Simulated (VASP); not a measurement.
Input of a VASP 6.6.1 run:

Contents of INCAR:

```
  PREC = Accurate
  ENCUT = 520
  EDIFF = 1E-6
  ISMEAR = -1
  SIGMA = 0.08
  LREAL = F
  LASPH = T
  NELM = 100
  ALGO = Normal
  ISIF = 2
  LWAVE = F
  LCHARG = F
  NBANDS = 20
```

Contents of KPOINTS:

```
Automatic mesh
0
Gamma
  9 9 8
```

File POSCAR:

```
TlSn
1.0
    3.6856249204      0.0000000000      0.0000000000
    0.0000000000      3.6856249204      0.0000000000
    0.0000000000      0.0000000000      4.4608060981
Tl Sn
1 1
Direct
    0.0000000000      0.0000000000      0.0000000000
    0.5000000000      0.5000000000      0.5000000000
```

Potentials or basis: VASP PAW LDA potentials, release 64 (Tl_d, Sn_d).

Command:

```bash
$ cat potpaw_LDA.64/Tl_d/POTCAR potpaw_LDA.64/Sn_d/POTCAR > POTCAR
$ mpirun -np 1 vasp_std > vasp.out
```

Problem. Predict the pressure.

Solution. -5.0 GPa.

Stress tensor (GPa, compression positive):
```
-5.24  0.00  0.00
 0.00 -5.24  0.00
 0.00  0.00 -4.57
```
